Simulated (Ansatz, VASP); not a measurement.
**Rb2Pt: VASP beside Ansatz**

The input INCAR:

```
ALGO     = Normal         # electronic algorithm
EDIFF    = 1E-7           # SCF threshold, eV
EDIFFG   = -0.01          # ionic threshold
ENCUT    = 500            # plane-wave cutoff, eV
GGA      = PE             # functional
GGA_COMPAT= False        
IBRION   = 2              # ionic algorithm
ISIF     = 3              # what is computed and relaxed
ISMEAR   = 0              # smearing method
LASPH    = True           # aspherical terms in the spheres
LCHARG   = False          # write CHGCAR
LREAL    = False          # projectors in reciprocal space
LWAVE    = False          # write WAVECAR
NELM     = 120            # most SCF steps
NELMIN   = 4            
NSW      = 100            # ionic steps
PREC     = Accurate       # precision mode
SIGMA    = 0.02           # smearing width, eV
```

The input KPOINTS:

```
k-points
0
Gamma
  12 12 6
```

POSCAR

```
Rb2Pt
1.0
    5.2018355648      0.0000000000      0.0000000000
   -2.6009177824      4.5049217454      0.0000000000
    0.0000000000      0.0000000000      8.2604054147
Rb Pt
2 1
Direct
    0.6666666667      0.3333333333      0.8335392321
    0.3333333333      0.6666666667      0.1664607679
    0.0000000000      0.0000000000      0.0000000000
```

Input for Ansatz:

```yaml
crystal:
  lattice:
    - [5.2018355648, 0.0, 0.0]
    - [-2.6009177824, 4.5049217454, 0.0]
    - [0.0, 0.0, 8.2604054147]
  atoms:
    - { symbol: Rb, position: [0.6666666667, 0.3333333333, 0.8335392321] }
    - { symbol: Rb, position: [0.3333333333, 0.6666666667, 0.1664607679] }
    - { symbol: Pt, position: [0.0, 0.0, 0.0] }
basis:
  ecutwfc: 420
kpoints:
  mp_grid: { grid: [12, 12, 6] }
hamiltonian:
  xc: pbe
scf:
  occupations: { method: gaussian, width: 0.02 }
output:
  forces: true
  stress: true
  eigenvalues: true
relax:
  adjacent_minimum: "off"
  f_tol: 0.01
  max_steps: 80
  cell: { stress_tol: 0.05 }
```

Alike in both runs: task relaxation of cell and atoms; functional PBE; k mesh 12 × 12 × 6; occupations gaussian, width 0.02 eV; no spin polarisation.

|  | VASP | Ansatz |
| --- | --- | --- |
| version | VASP 6.6.1 | Ansatz 0.2.0 |
| potentials or method | VASP PAW PBE potentials, release 64 (Rb_sv, Pt_sv_GW), cutoff 500 eV | scalar-relativistic, plane waves, PAW |
| valence electrons in the cell | 36 | 36 |

```csv
,VASP,Ansatz,Ansatz less VASP
"gap on the k mesh at the Fermi level, each at its own relaxed structure (eV)",0.64,0.64,0.000
relaxed volume (Å³/atom),45.27,46.84,+1.569
relaxed length of the cell vector where the two differ most in proportion (Å),5.856,5.961,+0.1052
```

Spin-orbit coupling is off throughout. Noted on VASP's run: the volume moved by over 15 % at a fixed basis, so the end points are rough.
